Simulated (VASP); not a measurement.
**BiTe: single point with PBEsol**

BiTe:

```
CELL_PARAMETERS angstrom
3.10124 3.10124 0.00000
-3.10124 3.10124 0.00000
0.00000 0.00000 6.50941
ATOMIC_POSITIONS crystal
Bi 0.00000 0.00000 0.00000
Bi 0.50000 0.50000 0.50000
Te 0.50000 0.50000 0.00000
Te 0.00000 0.00000 0.50000
```

This cell differs from its parent crystal: biaxial strain in the a-b plane: -3.0 %.

```json
{
  "Program": "VASP 6.6.1",
  "Task": "single point",
  "Functional": "PBEsol",
  "Potentials or basis": "VASP PAW PBE potentials, release 64 (Bi_d, Te)",
  "Cutoff": "520 eV",
  "k mesh": "12 × 12 × 8",
  "Occupations": "gaussian, width 0.1 eV",
  "Spin": "no spin polarisation"
}
```

```
Pressure               : 2.8 GPa
Band gap on the k mesh : zero (bands 21 and 22 overlap by 3.37 eV)
```

Stress tensor (GPa, compression positive):
```
 4.67  0.00  0.00
 0.00  4.67  0.00
 0.00  0.00 -0.95
```

Levels at points of the mesh, in eV from the Fermi level:
```
           k point  band 17  band 18  band 19  band 20  band 21  band 22  band 23  band 24  band 25  band 26
(0.00, 0.00, 0.00)    -4.34    -2.97    -2.97    -2.31     1.55     1.96     2.72     2.72     4.10     4.10
(0.50, 0.00, 0.00)    -2.26    -2.26    -1.95    -1.95    -0.21    -0.21     0.03     0.03     2.82     2.82
(0.50, 0.50, 0.00)    -4.75    -4.75    -4.10    -4.10     1.86     1.86     3.31     3.31     4.56     4.56
(0.00, 0.00, 0.50)    -3.74    -3.74    -3.29    -3.29     1.03     1.03     2.70     2.70     3.26     3.26
(0.50, 0.00, 0.50)    -2.01    -2.01    -1.51    -1.51    -1.02    -1.02    -0.69    -0.69    -0.68    -0.68
(0.50, 0.50, 0.50)    -5.64    -5.64    -1.77    -1.77    -0.40    -0.40     4.11     4.11     4.11     4.11
```

It took 2.2 min on 1 thread of Intel(R) Xeon(R) 6975P-C (Granite Rapids), with other jobs on the host, peak memory 0.55 GiB.

Caveat: the cell differs from its parent crystal (biaxial strain in the a-b plane: -3.0 %); the PAW data sets were made with another functional, which shifts forces and pressure a little; spin-orbit coupling is left out, which moves the levels of the heavy elements.
